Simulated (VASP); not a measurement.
# Be (C2/m) in VASP: notebook, part 2 of 2

VASP 6.6.1. The steps go on from the part before.

## Step 4: Single point, PBE (atom 1 (Be) moved by (+0.600, -0.600) A along y and z)

Input file INCAR:

```
SYSTEM = Be
ALGO = Fast
EDIFF = 1E-7
ENCUT = 520
GGA = PE
ISIF = 2
ISMEAR = 0
LASPH = .TRUE.
LCHARG = .FALSE.
LREAL = .FALSE.
LWAVE = .FALSE.
NBANDS = 9
NELM = 80
PREC = Accurate
SIGMA = 0.15
```

Input file KPOINTS:

```
k-points
0
G
  24 24 14
  0 0 0
```

Input file POSCAR:

```
Be
1.0
    2.2995019849      0.0000000000      0.0000000000
   -1.1497509925      1.9914271350      0.0000000000
    0.0000000000      0.0000000000      3.6009000000
Be
2
Direct
    0.4839790661      0.9679581322      0.0833749896
    0.6666666667      0.3333333333      0.7500000000
```

Potentials or basis: VASP PAW PBE potentials, release 64 (Be).

Started as:

```
> cat potpaw_PBE.64/Be/POTCAR > POTCAR
> mpirun -np 1 vasp_std > vasp.out
```

OUTCAR:

```text
SYSTEM = Be
   EDIFF = 1E-7
   ENCUT = 520
   GGA = PE
   ISIF = 2
   ISMEAR = 0
   LASPH = .TRUE.
   LREAL = .FALSE.
   NELM = 80
   PREC = Accurate

 ion  position               nearest neighbor table
   1  0.484  0.968  0.083-   2 1.40   2 2.09   2 2.09
   2  0.667  0.333  0.750-   1 1.40   1 2.09   1 2.09

  LATTYP: Found a hexagonal cell.
 ALAT       =     2.2995019849
 C/A-ratio  =     1.5659477677

  Lattice vectors:

 A1 = (   2.2995019849,   0.0000000000,   0.0000000000)
 A2 = (  -1.1497509925,   1.9914271350,   0.0000000000)
 A3 = (   0.0000000000,   0.0000000000,   3.6009000000)

Analysis of symmetry for initial positions (statically):
=====================================================================
 Subroutine PRICEL returns:
 Original cell was already a primitive cell.

 Routine SETGRP: Setting up the symmetry group for a
 hexagonal supercell.

 Subroutine GETGRP returns: Found  4 space group operations
 (whereof  2 operations were pure point group operations)
 out of a pool of 24 trial point group operations.

The static configuration has the point symmetry C_1h.
[... 164 lines left out ...]

 E-fermi :   6.3058     XC(G=0): -10.2937

 val. band max:        6.2894062102   @ k =   0.5000  -0.2917   0.0714
 cond. band min:       6.3133455254   @ k =   0.0000   0.0000   0.0000
 fundamental gap:      0.0239393152
 Fermi energy:         6.3057626895

 k-point     1 :       0.0000    0.0000    0.0000
  band No.  band energies     occupation
      1      -4.6117      2.00000
      2       3.1587      2.00000
      3       6.3133      0.94301
      4      20.2955      0.00000
      5      20.4936      0.00000
      6      23.5788      0.00000
      7      24.0527      0.00000
      8      30.2597      0.00000
      9      31.1423      0.00000
[... 265 lines left out ...]
 k-point    24 :       0.5000   -0.0000    0.0000
  band No.  band energies     occupation
      1       0.3924      2.00000
      2       4.2991      2.00000
      3       9.4113      0.00000
      4      12.7040      0.00000
      5      13.4179      0.00000
      6      15.9029      0.00000
      7      16.2035      0.00000
      8      19.1735      0.00000
      9      29.3443      0.00000

 [... further k-points ...]
[... 5 lines left out ...]
  --------------------------------------------------------------------------------------
  -------------------------------------------------------------------------------------
  Total       -1.7442877      3.2349916     11.3215239     -0.0000000     -7.6837907      0.0000000
  in kB     -169.4803824    314.3217745   1100.0342341     -0.0000000   -746.5808418      0.0000000
  external PRESSURE =     414.9585421 kB  Pullay stress =       0.0000000 kB

 VOLUME and BASIS-vectors are now :
 -----------------------------------------------------------------------------
  energy-cutoff  :      520.00
  volume of cell :       16.49
      direct lattice vectors                 reciprocal lattice vectors
     2.299501985  0.000000000  0.000000000     0.434876772  0.251076221  0.000000000
    -1.149750993  1.991427135  0.000000000     0.000000000  0.502152443  0.000000000
     0.000000000  0.000000000  3.600900000     0.000000000  0.000000000  0.277708351

 POSITION                                       TOTAL-FORCE (eV/Angst)
 -----------------------------------------------------------------------------------
     -0.00000      1.92762      0.30023         0.000000     -7.053608     11.348717
      1.14975      0.66381      2.70068        -0.000000      7.053608    -11.348717
 -----------------------------------------------------------------------------------
    total drift:                                0.000000     -0.000000      0.000000

  FREE ENERGIE OF THE ION-ELECTRON SYSTEM (eV)
  ---------------------------------------------------
  free  energy   TOTEN  =        -3.9187735865 eV

  energy  without entropy=       -3.9158671775  energy(sigma->0) =       -3.91732038
```

stdout:

```text
POSCAR found type information on POSCAR Be
 POSCAR found :  1 types and       2 ions
 scaLAPACK will be used
 LDA part: xc-table for (Slater+PW92), standard interpolation
 POSCAR, INCAR and KPOINTS ok, starting setup
 FFT: planning ... GRIDC
 FFT: planning ... GRID_SOFT
 FFT: planning ... GRID
 WAVECAR not read
 entering main loop
```

Wall time 4 min (1 thread of AMD EPYC 7R43 (Zen 3), shared host); peak memory 0.32 GiB.

What came out:

* Free energy: -3.9188 eV
* Pressure: 41.5 GPa
* Largest force: 13.362 eV/Å
* Band gap on the k mesh: zero (band 2 reaches 7.34 eV, above the bottom of band 3 at 5.58 eV)

Forces on the atoms (eV/Å):
```
Be    0.000  -7.054  11.349
Be    0.000   7.054 -11.349
```

Stress tensor (GPa, compression positive):
```
-16.95   0.00   0.00
  0.00  31.43 -74.66
  0.00 -74.66 110.00
```

Caveat: the cell differs from its parent crystal (atom 1 (Be) moved by (+0.600, -0.600) A along y and z); forces of over 1 eV/Å act on the atoms, so gaps and moduli don't describe the material at rest.

## Step 5: Single point, PBE (atom 1 (Be) moved by (-0.300, -0.600) A along y and z)

Input file INCAR:

```
SYSTEM = Be
PREC = Accurate ; ENCUT = 520
EDIFF = 1E-6 ; ISMEAR = 0
SIGMA = 0.15 ; LREAL = .False.
LASPH = .True. ; NELM = 60
ALGO = Fast ; ISIF = 2
LWAVE = .False. ; LCHARG = .False.
GGA = PE ; NBANDS = 9
```

Input file KPOINTS:

```
regular mesh
0
Gamma
  24 24 14
  0 0 0
```

POSCAR, as its differences from that of step 4:

```diff
@@ -8,3 +8,3 @@
 Direct
-    0.4839790661      0.9679581322      0.0833749896
+    0.2580104669      0.5160209339      0.0833749896
     0.6666666667      0.3333333333      0.7500000000
```

Potentials or basis: VASP PAW PBE potentials, release 64 (Be).

Started as:

```
> cat potpaw_PBE.64/Be/POTCAR > POTCAR
> mpirun -np 1 vasp_std > vasp.out
```

OUTCAR:

```text
SYSTEM = Be
   PREC = Accurate
   ENCUT = 520
   EDIFF = 1E-6
   ISMEAR = 0
   LREAL = .False.
   LASPH = .True.
   NELM = 60
   ISIF = 2
   GGA = PE

 ion  position               nearest neighbor table
   1  0.258  0.516  0.083-   2 1.70   2 1.70   2 2.02
   2  0.667  0.333  0.750-   1 1.70   1 1.70   1 2.02

  LATTYP: Found a hexagonal cell.
 ALAT       =     2.2995019849
 C/A-ratio  =     1.5659477677

  Lattice vectors:

 A1 = (   2.2995019849,   0.0000000000,   0.0000000000)
 A2 = (  -1.1497509925,   1.9914271350,   0.0000000000)
 A3 = (   0.0000000000,   0.0000000000,   3.6009000000)

[... 468 lines left out ...]
      6      15.7101      0.00000
      7      16.3951      0.00000
      8      21.3230      0.00000
      9      28.1449      0.00000

 [... further k-points ...]
[... 5 lines left out ...]
  --------------------------------------------------------------------------------------
  -------------------------------------------------------------------------------------
  Total        3.8707590     -0.6187271      5.3416263      0.0000000      1.4491655     -0.0000000
  in kB      376.0948984    -60.1174399    519.0089066      0.0000000    140.8053927     -0.0000000
  external PRESSURE =     278.3287884 kB  Pullay stress =       0.0000000 kB

 VOLUME and BASIS-vectors are now :
 -----------------------------------------------------------------------------
  energy-cutoff  :      520.00
  volume of cell :       16.49
      direct lattice vectors                 reciprocal lattice vectors
     2.299501985  0.000000000  0.000000000     0.434876772  0.251076221  0.000000000
    -1.149750993  1.991427135  0.000000000     0.000000000  0.502152443  0.000000000
     0.000000000  0.000000000  3.600900000     0.000000000  0.000000000  0.277708351

 POSITION                                       TOTAL-FORCE (eV/Angst)
 -----------------------------------------------------------------------------------
     -0.00000      1.02762      0.30023        -0.000000      1.371909      6.439579
      1.14975      0.66381      2.70068         0.000000     -1.371909     -6.439579
 -----------------------------------------------------------------------------------
    total drift:                                0.000000      0.000000     -0.000000

  FREE ENERGIE OF THE ION-ELECTRON SYSTEM (eV)
  ---------------------------------------------------
  free  energy   TOTEN  =        -5.7175003194 eV

  energy  without entropy=       -5.7150846841  energy(sigma->0) =       -5.71629250
```

OSZICAR:

```text
N       E                     dE             d eps       ncg     rms          rms(c)
DAV:   1    -0.114123349085E+01   -0.11412E+01   -0.17430E+03 38404   0.363E+02
DAV:   2    -0.654197548017E+01   -0.54007E+01   -0.52340E+01 53839   0.572E+01
DAV:   3    -0.660785180074E+01   -0.65876E-01   -0.65588E-01 45747   0.449E+00
DAV:   4    -0.660794144320E+01   -0.89642E-04   -0.89637E-04 51351   0.177E-01
DAV:   5    -0.660794149438E+01   -0.51178E-07   -0.51547E-07 44770   0.363E-03    0.338E+00
RMM:   6    -0.584596533878E+01    0.76198E+00   -0.14355E-01 39048   0.206E+00    0.146E+00
RMM:   7    -0.571848652571E+01    0.12748E+00   -0.75879E-02 40336   0.125E+00    0.296E-01
RMM:   8    -0.571761274823E+01    0.87378E-03   -0.21536E-03 43467   0.363E-01    0.535E-02
RMM:   9    -0.571749888118E+01    0.11387E-03   -0.27654E-04 45142   0.113E-01    0.895E-03
RMM:  10    -0.571750021140E+01   -0.13302E-05   -0.19158E-05 45143   0.425E-02    0.207E-03
RMM:  11    -0.571750031940E+01   -0.10800E-06   -0.25610E-06 45374   0.125E-02
   1 F= -.57175003E+01 E0= -.57162925E+01  d E =-.241564E-02
```

Run time: 3.6 min. Hardware: 1 thread of AMD EPYC 7R43 (Zen 3), shared host; peak memory 0.32 GiB.

What came out:

```
Free energy            : -5.7175 eV
Pressure               : 27.8 GPa
Largest force          : 6.584 eV/Å
Band gap on the k mesh : zero (band 2 reaches 7.27 eV, above the bottom of band 3 at 5.08 eV)
```

Forces on the atoms (eV/Å):
```
Be   0.000  1.372  6.440
Be   0.000 -1.372 -6.440
```

Caveat: the cell differs from its parent crystal (atom 1 (Be) moved by (-0.300, -0.600) A along y and z); forces of over 1 eV/Å act on the atoms, so gaps and moduli don't describe the material at rest.

## Step 6: Single point, PBE (atom 1 (Be) moved by (+0.300, -0.600) A along y and z)

Input file INCAR:

```
SYSTEM = Be
ALGO = Fast
EDIFF = 1E-7
ENCUT = 520
GGA = PE
ISIF = 2
ISMEAR = 0
LASPH = .TRUE.
LCHARG = .FALSE.
LREAL = .FALSE.
LWAVE = .FALSE.
NBANDS = 9
NELM = 60
PREC = Accurate
SIGMA = 0.15
```

Input file KPOINTS:

```
k-points
0
G
  24 24 14
  0 0 0
```

POSCAR, as its differences from that of step 5:

```diff
@@ -8,3 +8,3 @@
 Direct
-    0.2580104669      0.5160209339      0.0833749896
+    0.4086561997      0.8173123994      0.0833749896
     0.6666666667      0.3333333333      0.7500000000
```

Potentials or basis: VASP PAW PBE potentials, release 64 (Be).

Started as:

```
> cat potpaw_PBE.64/Be/POTCAR > POTCAR
> mpirun -np 1 vasp_std > vasp.out
```

OUTCAR:

```text
SYSTEM = Be
   EDIFF = 1E-7
   ENCUT = 520
   GGA = PE
   ISIF = 2
   ISMEAR = 0
   LASPH = .TRUE.
   LREAL = .FALSE.
   NELM = 60
   PREC = Accurate

 ion  position               nearest neighbor table
   1  0.409  0.817  0.083-   2 1.58   2 1.92   2 1.92
   2  0.667  0.333  0.750-   1 1.58   1 1.92   1 1.92

  LATTYP: Found a hexagonal cell.
 ALAT       =     2.2995019849
 C/A-ratio  =     1.5659477677

  Lattice vectors:

 A1 = (   2.2995019849,   0.0000000000,   0.0000000000)
 A2 = (  -1.1497509925,   1.9914271350,   0.0000000000)
 A3 = (   0.0000000000,   0.0000000000,   3.6009000000)

Analysis of symmetry for initial positions (statically):
=====================================================================
 Subroutine PRICEL returns:
 Original cell was already a primitive cell.

 Routine SETGRP: Setting up the symmetry group for a
 hexagonal supercell.

 Subroutine GETGRP returns: Found  4 space group operations
 (whereof  2 operations were pure point group operations)
 out of a pool of 24 trial point group operations.

The static configuration has the point symmetry C_1h.
[... 164 lines left out ...]

 E-fermi :   6.0677     XC(G=0): -10.2934

 val. band max:        6.0625491535   @ k =   0.2917   0.1667   0.0714
 cond. band min:       6.0789582476   @ k =  -0.3750   0.2083   0.0714
 fundamental gap:      0.0164090941
 Fermi energy:         6.0676959496

 k-point     1 :       0.0000    0.0000    0.0000
  band No.  band energies     occupation
      1      -4.6499      2.00000
      2       3.3940      2.00000
      3       6.1864      0.26302
      4      19.5843      0.00000
      5      22.1163      0.00000
      6      22.4368      0.00000
      7      25.9214      0.00000
      8      31.1249      0.00000
      9      31.1935      0.00000
[... 265 lines left out ...]
 k-point    24 :       0.5000   -0.0000    0.0000
  band No.  band energies     occupation
      1       0.6676      2.00000
      2       3.6494      2.00000
      3      10.1308      0.00000
      4      12.9003      0.00000
      5      13.6748      0.00000
      6      14.6428      0.00000
      7      16.3888      0.00000
      8      21.6123      0.00000
      9      27.6966      0.00000

 [... further k-points ...]
[... 5 lines left out ...]
  --------------------------------------------------------------------------------------
  -------------------------------------------------------------------------------------
  Total       -0.2966846      3.3293481      6.0878683     -0.0000000     -3.6249073      0.0000000
  in kB      -28.8267933    323.4897476    591.5160919     -0.0000000   -352.2071868      0.0000000
  external PRESSURE =     295.3930154 kB  Pullay stress =       0.0000000 kB

 VOLUME and BASIS-vectors are now :
 -----------------------------------------------------------------------------
  energy-cutoff  :      520.00
  volume of cell :       16.49
      direct lattice vectors                 reciprocal lattice vectors
     2.299501985  0.000000000  0.000000000     0.434876772  0.251076221  0.000000000
    -1.149750993  1.991427135  0.000000000     0.000000000  0.502152443  0.000000000
     0.000000000  0.000000000  3.600900000     0.000000000  0.000000000  0.277708351

 POSITION                                       TOTAL-FORCE (eV/Angst)
 -----------------------------------------------------------------------------------
     -0.00000      1.62762      0.30023         0.000000     -3.384484      7.049943
      1.14975      0.66381      2.70068        -0.000000      3.384484     -7.049943
 -----------------------------------------------------------------------------------
    total drift:                               -0.000000     -0.000000     -0.000000

  FREE ENERGIE OF THE ION-ELECTRON SYSTEM (eV)
  ---------------------------------------------------
  free  energy   TOTEN  =        -5.5110136382 eV

  energy  without entropy=       -5.5084765121  energy(sigma->0) =       -5.50974508
```

It took 3.9 min on 1 thread of AMD EPYC 7R43 (Zen 3), shared host; peak memory 0.32 GiB.

What came out:

- Free energy: -5.5110 eV
- Pressure: 29.5 GPa
- Largest force: 7.820 eV/Å
- Band gap on the k mesh: zero (band 2 reaches 7.30 eV, above the bottom of band 3 at 5.13 eV)

Forces in eV/Å, atoms in the order of the input:
```
Be   0.000 -3.384  7.050
Be   0.000  3.384 -7.050
```

Stress tensor (GPa, compression positive):
```
 -2.88   0.00   0.00
  0.00  32.35 -35.22
  0.00 -35.22  59.15
```

Caveat: the cell differs from its parent crystal (atom 1 (Be) moved by (+0.300, -0.600) A along y and z); forces of over 1 eV/Å act on the atoms, so gaps and moduli don't describe the material at rest.

## Step 7: Single point, PBE (atom 1 (Be) moved by (+0.600, -0.300) A along y and z)

Input file INCAR:

```
SYSTEM = Be
ALGO = Fast
EDIFF = 1E-7
ENCUT = 520
GGA = PE
ISIF = 2
ISMEAR = 0
LASPH = .True.
LCHARG = .False.
LREAL = .False.
LWAVE = .False.
NBANDS = 9
NELM = 80
PREC = Accurate
SIGMA = 0.15
```

Input file KPOINTS:

```
k-points
0
Gamma
  24 24 14
  0 0 0
```

POSCAR, as its differences from that of step 6:

```diff
@@ -8,3 +8,3 @@
 Direct
-    0.4086561997      0.8173123994      0.0833749896
+    0.4839790661      0.9679581322      0.1666874948
     0.6666666667      0.3333333333      0.7500000000
```

Started as:

```
> cat potpaw_PBE.64/Be/POTCAR > POTCAR
> mpirun -np 1 vasp_std > vasp.out
```

Run time: 3.8 min. Hardware: 1 thread of AMD EPYC 7R43 (Zen 3), shared host; peak memory 0.31 GiB.

It converged, with:

```yaml
Free_energy: -6.1769 eV
Pressure: 12.6 GPa
Largest_force: 5.456 eV/Å
Band_gap_on_the_k_mesh: zero (band 2 reaches 7.55 eV, above the bottom of band 3 at 5.89 eV)
```

Forces in eV/Å, atoms in the order of the input:
```
Be   0.000 -3.314  4.334
Be   0.000  3.314 -4.334
```

Stress tensor (GPa, compression positive):
```
-14.36   0.00   0.00
  0.00   4.00 -30.74
  0.00 -30.74  48.15
```

Levels at points of the mesh, in eV from the Fermi level:
| k point | band 1 | band 2 | band 3 | band 4 | band 5 |
| --- | --- | --- | --- | --- | --- |
| (0.00, 0.00, 0.00) | -11.25 | -4.32 | 0.62 | 15.04 | 15.07 |
| (0.50, 0.00, 0.00) | -5.61 | -2.28 | 2.26 | 4.99 | 7.71 |
| (0.00, 0.50, 0.00) | -5.07 | -3.67 | 2.96 | 6.21 | 7.14 |
| (0.00, 0.00, 0.50) | -9.68 | -8.42 | 7.60 | 12.82 | 15.85 |
| (0.50, 0.00, 0.50) | -4.19 | -2.66 | 0.66 | 0.71 | 10.10 |
| (0.00, 0.50, 0.50) | -4.24 | -3.78 | 1.64 | 1.86 | 9.85 |

Caveat: the cell differs from its parent crystal (atom 1 (Be) moved by (+0.600, -0.300) A along y and z); forces of over 1 eV/Å act on the atoms, so gaps and moduli don't describe the material at rest.
